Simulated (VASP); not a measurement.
Cl: single point with PBE

Cl:

```
Cl
1.0
     4.77325    0.00000    0.00000
    -2.38663    4.13376    0.00000
     0.00000    0.00000    2.14884
Cl
3
Cartesian
  0.0000 0.0000 0.0000
  0.0000 2.7558 1.0744
  2.3866 1.3779 1.0744
```

```json
{
 "Program": "VASP 6.6.1",
 "Task": "single point",
 "Functional": "PBE",
 "Potentials or basis": "VASP PAW PBE potentials, release 64 (Cl)",
 "Cutoff": "520 eV",
 "k mesh": "8 × 8 × 11",
 "Occupations": "fermi-dirac, width 0.05 eV",
 "Spin": "no spin polarisation",
 "Dipole correction": "no",
 "k mesh for the DOS": "12 × 12 × 17",
 "Occupations for the DOS": "tetrahedron",
 "Further INCAR settings": "ALGO = Normal; EDIFF = 1e-06; NBANDS = 18"
}
```

```
Valence electrons inside the program's atomic spheres : Cl 5.10, 5.02 (each value once)
```

Levels at points of the mesh, in eV from the Fermi level:
```csv
k point,band 7,band 8,band 9,band 10,band 11,band 12,band 13,band 14,band 15,band 16
"(0.00, 0.00, 0.00)",-6.59,-0.94,-0.94,4.88,5.86,6.09,7.70,12.35,12.35,12.43
"(0.50, 0.00, 0.00)",-2.91,-2.83,-2.66,5.36,5.50,5.90,6.55,10.04,10.24,10.75
```

It took 37 s on 1 thread of AMD EPYC 9R45 (Zen 5), with other jobs on the host, peak memory 0.17 GiB.

Caveat: an odd number of electrons without spin polarisation forces a metal; a magnetic or distorted state may lie lower.
